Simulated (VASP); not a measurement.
# HfSi (zincblende type): single point with LDA

HfSi (zincblende type):

```
Hf Si
1.0
     0.00000    2.18390    2.18390
     2.18390    0.00000    2.18390
     2.18390    2.18390    0.00000
Hf Si
1 1
Direct
  0.00000 0.00000 0.00000
  0.25000 0.25000 0.25000
```

* Program: VASP 6.6.1
* Task: single point
* Functional: LDA
* Potentials or basis: VASP PAW LDA potentials, release 64 (Hf_pv, Si)
* Cutoff: 520 eV
* k mesh: 12 × 12 × 12
* Occupations: fermi-dirac, width 0.08 eV
* Spin: no spin polarisation
* Dipole correction: no
* Further INCAR settings: ALGO = Normal; EDIFF = 1e-06; NBANDS = 14

```json
{
 "Pressure": "299.9 GPa",
 "Band gap on the k mesh": "zero (band 7 reaches 14.96 eV, above the bottom of band 8 at 10.29 eV)"
}
```

Levels at points of the mesh, in eV from the Fermi level:
| k point | band 5 | band 6 | band 7 | band 8 | band 9 | band 10 |
| --- | --- | --- | --- | --- | --- | --- |
| (0.00, 0.00, 0.00) | -3.45 | -3.45 | -3.45 | 1.11 | 1.11 | 10.15 |
| (0.50, 0.00, 0.00) | -3.19 | -3.19 | -2.65 | 3.87 | 3.87 | 5.93 |
| (0.50, 0.50, 0.00) | -6.54 | 0.17 | 3.23 | 3.23 | 5.26 | 5.26 |

Wall time 20 s on 1 thread of AMD EPYC 7R13 Processor (Zen 3), with other jobs on the host, peak memory 0.11 GiB.

Caveat: spin-orbit coupling is left out, which moves the levels of the heavy elements.
